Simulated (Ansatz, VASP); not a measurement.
Two plane-wave programs on Te

```
CELL_PARAMETERS angstrom
0.00000 2.33250 2.33250
2.33250 0.00000 2.33250
2.33250 2.33250 0.00000
ATOMIC_POSITIONS crystal
Te 0.00000 0.00000 0.00000
```

Alike in both runs: task single point; functional LDA; k mesh 19 × 19 × 19; occupations fermi-dirac, width 0.1 eV; no spin polarisation.

```csv
,VASP,Ansatz
version,VASP 6.6.1,Ansatz 0.2.0
potentials or method,"VASP PAW LDA potentials, release 64 (Te), cutoff 520 eV","plane waves (420 eV) with PAW, scalar-relativistic"
valence electrons in the cell,6,16
```

|  | VASP | Ansatz | Ansatz less VASP |
| --- | --- | --- | --- |
| pressure (GPa) | 2.9 | 2.9 | -0.03 |

Ansatz warns that its potentials were made for another functional, while VASP's fit it. LDA's correlation is that of Perdew and Zunger in VASP and of Perdew and Wang (1992) in Ansatz. VASP's potentials hold 6 valence electrons a cell and Ansatz's 16, so a difference there can come from the potentials and not from the codes.

Neither program's run includes spin-orbit coupling.
